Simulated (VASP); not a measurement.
Input of a VASP 6.6.1 run:

The input INCAR:

```
SYSTEM = BaTiO3
  PREC = Accurate
  ENCUT = 520
  EDIFF = 1E-7
  ISMEAR = 0
  SIGMA = 0.01
  LREAL = .FALSE.
  LASPH = .TRUE.
  NELM = 80
  ALGO = Normal
  ISIF = 2
  LWAVE = .FALSE.
  LCHARG = .FALSE.
  GGA = PS
  NBANDS = 28
```

File KPOINTS:

```
Automatic mesh
0
G
  6 6 6
  0 0 0
```

Contents of POSCAR:

```
BaTiO3
1.0
    2.8273666100      1.6323808700      2.3183934900
   -2.8273666100      1.6323808700      2.3183934900
    0.0000000000     -3.2647617400      2.3183934900
Ba Ti O
1 1 3
Direct
    0.0000000000      0.0000000000      0.0000000000
    0.4845000000      0.4845000000      0.4845000000
    0.5086000000      0.5086000000      0.0175000000
    0.0175000000      0.5086000000      0.5086000000
    0.5086000000      0.0175000000      0.5086000000
```

Potentials or basis: VASP PAW PBE potentials, release 64 (Ba_sv, Ti_sv, O).

The run is started by

```bash
$ cat potpaw_PBE.64/Ba_sv/POTCAR potpaw_PBE.64/Ti_sv/POTCAR potpaw_PBE.64/O/POTCAR > POTCAR
$ mpirun -np 1 vasp_std > vasp.out
```

Problem. Estimate the largest force.

Solution. 0.142 eV/Å.

Problem. What does it give for the pressure?

Solution. 0.6 GPa.

Stress tensor (GPa, compression positive):
```
0.67 0.00 0.00
0.00 0.67 0.00
0.00 0.00 0.49
```

Caveat: the PAW data sets were made with another functional, which shifts forces and pressure a little.
